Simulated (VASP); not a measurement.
# PbO2 (Fm-3m) in VASP: notebook, part 2 of 2

VASP 6.6.1. The steps go on from the part before.

## (4) Single point, PBEsol (volume scaled by 0.55)

Input file INCAR:

```
ALGO = Normal
EDIFF = 1E-7
ENCUT = 520
GGA = PS
ISIF = 2
ISMEAR = -1
LASPH = T
LCHARG = F
LREAL = F
LWAVE = F
NBANDS = 20
NELM = 80
PREC = Accurate
SIGMA = 0.05
```

Input file KPOINTS:

```
k-points
0
Gamma
  12 12 12
```

Input file POSCAR:

```
PbO2
1.0
    0.0000000000      2.2137995186      2.2137995186
    2.2137995186      0.0000000000      2.2137995186
    2.2137995186      2.2137995186      0.0000000000
Pb O
1 2
Direct
    0.0000000000      0.0000000000      0.0000000000
    0.2500000000      0.2500000000      0.2500000000
    0.7500000000      0.7500000000      0.7500000000
```

Potentials or basis: VASP PAW PBE potentials, release 64 (Pb_d, O).

On the command line:

```
$ cat potpaw_PBE.64/Pb_d/POTCAR potpaw_PBE.64/O/POTCAR > POTCAR
$ mpirun -np 1 vasp_std > vasp.out
```

OUTCAR:

```text
EDIFF = 1E-7
   ENCUT = 520
   GGA = PS
   ISIF = 2
   ISMEAR = -1
   LASPH = T
   LREAL = F
   NELM = 80
   PREC = Accurate

 ion  position               nearest neighbor table
   1  0.000  0.000  0.000-   3 1.92   3 1.92   3 1.92   2 1.92   3 1.92   2 1.92   2 1.92   2 1.92

   2  0.250  0.250  0.250-   1 1.92   1 1.92   1 1.92   1 1.92
   3  0.750  0.750  0.750-   1 1.92   1 1.92   1 1.92   1 1.92

  LATTYP: Found a face centered cubic cell.
 ALAT       =     4.4275990372

  Lattice vectors:

 A1 = (   0.0000000000,   2.2137995186,   2.2137995186)
 A2 = (   2.2137995186,   0.0000000000,   2.2137995186)
 A3 = (   2.2137995186,   2.2137995186,   0.0000000000)

Analysis of symmetry for initial positions (statically):
=====================================================================
 Subroutine PRICEL returns:
 Original cell was already a primitive cell.

 Routine SETGRP: Setting up the symmetry group for a
 face centered cubic supercell.

 Subroutine GETGRP returns: Found 48 space group operations
 (whereof 48 operations were pure point group operations)
 out of a pool of 48 trial point group operations.

The static configuration has the point symmetry O_h .

Analysis of symmetry for dynamics (positions and initial velocities):
=====================================================================
 Subroutine PRICEL returns:
 Original cell was already a primitive cell.

 Routine SETGRP: Setting up the symmetry group for a
 face centered cubic supercell.

 Subroutine GETGRP returns: Found 48 space group operations
 (whereof 48 operations were pure point group operations)
 out of a pool of 48 trial point group operations.

The dynamic configuration has the point symmetry O_h .

 Subroutine INISYM returns: Found 48 space group operations
[... 106 lines left out ...]
   ISYM   =      2    0-nonsym 1-usesym 2-fastsym
   POTIM  = 0.5000    time-step for ionic-motion
   TEBEG  =    0.0;   TEEND  =   0.0 temperature during run
   PSTRESS=    0.0 pullay stress
   NELECT =      26.0000    total number of electrons
   NUPDOWN=      -1.0000    fix difference up-down
   EMIN   =  10.00;   EMAX   =-10.00  energy-range for DOS
   EFERMI =   0.00;   METHOD = LEGACY
   ISMEAR =    -1;   SIGMA  =   0.05  broadening in eV -4-tet -1-fermi 0-gaus
   EFERMI_NEDOS =   21; number of points for ismear=-14 and -15
   IALGO  =     38    algorithm
   IMIX   =      4    mixing-type and parameters
     AMIX     =   0.40;   BMIX     =  1.00
     AMIX_MAG =   1.60;   BMIX_MAG =  1.00
  volume/ion in A,a.u.               =       7.23        48.81
  Fermi-wavevector in a.u.,A,eV,Ry     =   1.738805  3.285866 41.136458  3.023444
  Thomas-Fermi vector in A             =   2.811767
   LORBIT       =      0    0 simple, 1 ext, 2 COOP (PROOUT), +10 PAW based schemes
   GGA     = PS    functional components
   LHFCALC =     F    Hartree Fock is set to
   AEXX    =    0.0000 exact exchange contribution
   IVDW    =     0    specifies the selected vdW correction
   LEPSILON=     F    determine dielectric tensor
   LRPA    =     F    only Hartree local field effects (RPA)
 non-spin polarized calculation
  energy-cutoff  :      520.00
  volume of cell :       21.70
 maximum number of plane-waves:       604
   NGX = 11   NGY = 11   NGZ = 11

 number of electron      25.9999993 magnetization

 Free energy of the ion-electron system (eV)
  ---------------------------------------------------
  ext. energy  EPLUGINS =         0.00000000
  ---------------------------------------------------
  free energy    TOTEN  =        -6.93075603 eV

  energy without entropy =       -6.93075603  energy(sigma->0) =       -6.93075603

 E-fermi :  17.0698     XC(G=0): -14.9781

 val. band max:       16.1456602271   @ k =  -0.2500   0.5000   0.2500
 cond. band min:      19.4594592745   @ k =   0.0000   0.0000   0.0000
 fundamental gap:      3.3137990474
 Fermi energy:        17.0698447332

 k-point     1 :       0.0000    0.0000    0.0000
  band No.  band energies     occupation
      1      -9.9554      2.00000
      2      -2.5705      2.00000
      3      -2.5705      2.00000
      4      -2.5705      2.00000
      5      -1.6082      2.00000
      6      -0.4142      2.00000
[... 541 lines left out ...]
     19      34.9056      0.00000
     20      36.8924      0.00000

 [... further k-points ...]
[... 5 lines left out ...]
  --------------------------------------------------------------------------------------
  -------------------------------------------------------------------------------------
  Total       44.7523465     44.7523465     44.7523465      0.0000000     -0.0000000      0.0000000
  in kB     3304.3156895   3304.3156895   3304.3156895      0.0000000     -0.0000000      0.0000000
  external PRESSURE =    3304.3156895 kB  Pullay stress =       0.0000000 kB

 VOLUME and BASIS-vectors are now :
 -----------------------------------------------------------------------------
  energy-cutoff  :      520.00
  volume of cell :       21.70
      direct lattice vectors                 reciprocal lattice vectors
     0.000000000  2.213799519  2.213799519    -0.225856043  0.225856043  0.225856043
     2.213799519  0.000000000  2.213799519     0.225856043 -0.225856043  0.225856043
     2.213799519  2.213799519  0.000000000     0.225856043  0.225856043 -0.225856043

 POSITION                                       TOTAL-FORCE (eV/Angst)
 -----------------------------------------------------------------------------------
      0.00000      0.00000      0.00000         0.000000      0.000000      0.000000
      1.10690      1.10690      1.10690         0.000000      0.000000      0.000000
      3.32070      3.32070      3.32070        -0.000000     -0.000000     -0.000000
 -----------------------------------------------------------------------------------
    total drift:                               -0.000000      0.000000      0.000000

  FREE ENERGIE OF THE ION-ELECTRON SYSTEM (eV)
  ---------------------------------------------------
  free  energy   TOTEN  =        -6.9307560337 eV

  energy  without entropy=       -6.9307560336  energy(sigma->0) =       -6.93075603
```

OSZICAR:

```text
N       E                     dE             d eps       ncg     rms          rms(c)
DAV:   1     0.259255763921E+03    0.25926E+03   -0.14326E+04  3160   0.188E+03
DAV:   2     0.662758307321E+01   -0.25263E+03   -0.24075E+03  2992   0.456E+02
DAV:   3    -0.112661064510E+02   -0.17894E+02   -0.17715E+02  3468   0.125E+02
DAV:   4    -0.116229931632E+02   -0.35689E+00   -0.35658E+00  3452   0.168E+01
DAV:   5    -0.116301769703E+02   -0.71838E-02   -0.71830E-02  3724   0.235E+00    0.128E+01
DAV:   6    -0.707840996516E+01    0.45518E+01   -0.94978E+00  3976   0.693E+01    0.331E+00
DAV:   7    -0.697801054938E+01    0.10040E+00   -0.20792E+00  4000   0.137E+01    0.205E+00
DAV:   8    -0.694314570751E+01    0.34865E-01   -0.17986E-01  4168   0.909E+00    0.630E-01
DAV:   9    -0.693086333599E+01    0.12282E-01   -0.55805E-02  4320   0.568E+00    0.157E-01
DAV:  10    -0.693073473814E+01    0.12860E-03   -0.37769E-03  3556   0.639E-01    0.287E-02
DAV:  11    -0.693076051226E+01   -0.25774E-04   -0.21242E-04  3596   0.187E-01    0.229E-02
DAV:  12    -0.693075602569E+01    0.44866E-05   -0.26465E-05  3876   0.520E-02    0.172E-03
DAV:  13    -0.693075603375E+01   -0.80609E-08   -0.77732E-07  3456   0.810E-03
   1 F= -.69307560E+01 E0= -.69307560E+01  d E =-.101646E-09
```

stdout:

```text
POSCAR found type information on POSCAR PbO
 POSCAR found :  2 types and       3 ions
 scaLAPACK will be used
 -----------------------------------------------------------------------------
|                                                                             |
|                                                                             |
|     You enforced a specific xc type in the INCAR file but a different       |
|     I HOPE YOU KNOW WHAT YOU ARE DOING!                                     |
|                                                                             |
 -----------------------------------------------------------------------------

 LDA part: xc-table for (Slater+PW92), standard interpolation
 POSCAR, INCAR and KPOINTS ok, starting setup
 FFT: planning ... GRIDC
 FFT: planning ... GRID_SOFT
 FFT: planning ... GRID
 WAVECAR not read
 entering main loop
```

It took 47 s on 1 thread of AMD EPYC 7R13 (Zen 3), shared host; peak memory 0.13 GiB.

Results:

| Quantity | Value |
| --- | --- |
| Free energy | -6.9308 eV |
| Pressure | 330.4 GPa |
| Band gap on the k mesh | 3.31 eV, indirect (least direct gap 4.75 eV) |

Caveat: the PAW data sets were made with another functional, which shifts forces and pressure a little; spin-orbit coupling is left out, which moves the levels of the heavy elements. A k mesh can miss the band edges.

## (5) Single point, PBEsol (volume scaled by 0.75)

Input file INCAR:

```
PREC = Accurate
ENCUT = 520
EDIFF = 1E-7
ISMEAR = -1
SIGMA = 0.05
LREAL = False
LASPH = True
NELM = 60
ALGO = Normal
ISIF = 2
LWAVE = False
LCHARG = False
GGA = PS
NBANDS = 20
```

Input file KPOINTS:

```
Automatic mesh
0
Gamma
  12 12 12
```

Input file POSCAR:

```
PbO2
1.0
    0.0000000000      2.4549226524      2.4549226524
    2.4549226524      0.0000000000      2.4549226524
    2.4549226524      2.4549226524      0.0000000000
Pb O
1 2
Direct
    0.0000000000      0.0000000000      0.0000000000
    0.2500000000      0.2500000000      0.2500000000
    0.7500000000      0.7500000000      0.7500000000
```

On the command line:

```
$ cat potpaw_PBE.64/Pb_d/POTCAR potpaw_PBE.64/O/POTCAR > POTCAR
$ mpirun -np 1 vasp_std > vasp.out
```

It took 75 s on 1 thread of AMD EPYC 7R13 (Zen 3), shared host; peak memory 0.14 GiB.

It converged, with:

```yaml
Free_energy: -15.3577 eV
Pressure: 69.9 GPa
Band_gap_on_the_k_mesh: zero (band 13 reaches 9.84 eV, above the bottom of band 14 at 9.59 eV)
```

Levels at points of the mesh, in eV from the Fermi level:
```tsv
k point	band 11	band 12	band 13	band 14	band 15	band 16
(0.00, 0.00, 0.00)	-2.16	-2.16	-2.16	-0.39	7.33	7.33
(0.50, 0.00, 0.00)	-4.41	-2.01	-2.01	4.49	7.62	11.58
(0.50, 0.50, 0.00)	-0.85	-0.39	-0.39	2.79	8.03	9.76
```

Caveat: the PAW data sets were made with another functional, which shifts forces and pressure a little; spin-orbit coupling is left out, which moves the levels of the heavy elements.
